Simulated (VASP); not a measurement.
A run of VASP 6.6.1:

Contents of INCAR:

```
PREC = Accurate ; ENCUT = 520
EDIFF = 1E-6 ; ISMEAR = -1
SIGMA = 0.1 ; LREAL = False
LASPH = True ; NELM = 60
ALGO = Normal ; ISIF = 2
LWAVE = False ; LCHARG = True
GGA = RP ; LELF = True
LVHAR = True ; NBANDS = 8
```

Contents of KPOINTS:

```
regular mesh
0
Gamma
  21 21 21
```

POSCAR

```
C
1.0
   -1.2109395770      1.2109395770      1.2109395770
    1.2109395770     -1.2109395770      1.2109395770
    1.2109395770      1.2109395770     -1.2109395770
C
1
Direct
    0.0000000000      0.0000000000      0.0000000000
```

Potentials or basis: VASP PAW PBE potentials, release 64 (C).

Run with:

```sh
$ cat potpaw_PBE.64/C/POTCAR > POTCAR
$ mpirun -np 1 vasp_std > vasp.out
```

Hardware: 1 thread of Intel(R) Xeon(R) Platinum 8559C (Emerald Rapids), on a shared host.

Task: How long does it take, and how much memory?

Result: Wall time 4 s on 1 thread of Intel(R) Xeon(R) Platinum 8559C (Emerald Rapids), on a shared host, peak memory 0.11 GiB. Counts: scf iterations 9, k points 286.
